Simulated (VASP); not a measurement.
Runs of VASP 6.6.1 on Ti. The structure is that of space group Fm-3m (No. 225), or close to it. The cells are those of the table. This isn't the form of Ti at room conditions, which is hcp.

```csv
fixed moment (μB),cell,pressure (GPa),moment (μB)
0.625,"a = 2.711 Å, angles 60.0°, 1 atom",(a),0.62
1.0,"a = 2.711 Å, angles 60.0°, 1 atom",24.5,1.00
0.875,"a = 2.711 Å, angles 60.0°, 1 atom",23.3,0.87
0.375,"a = 2.885 Å, angles 60.0°, 1 atom",-6.0,0.38
0.125,"a = 2.885 Å, angles 60.0°, 1 atom",(b),0.12
```

Alike in all rows: task single point; level LDA; potentials or basis VASP PAW LDA potentials, release 64 (Ti_sv); spin collinear; k mesh 22 × 22 × 22; cutoff (eV) 520; smearing gaussian 0.15 eV.

**Question.** Estimate the missing entries.

**Answer.** (a) 21.2; (b) -6.4.

Caveats: the total moment is fixed, so each spin has its own Fermi level and the state may be an excited one; the cell stands under pressure (at least some runs); the cell stands under tension (at least some runs).
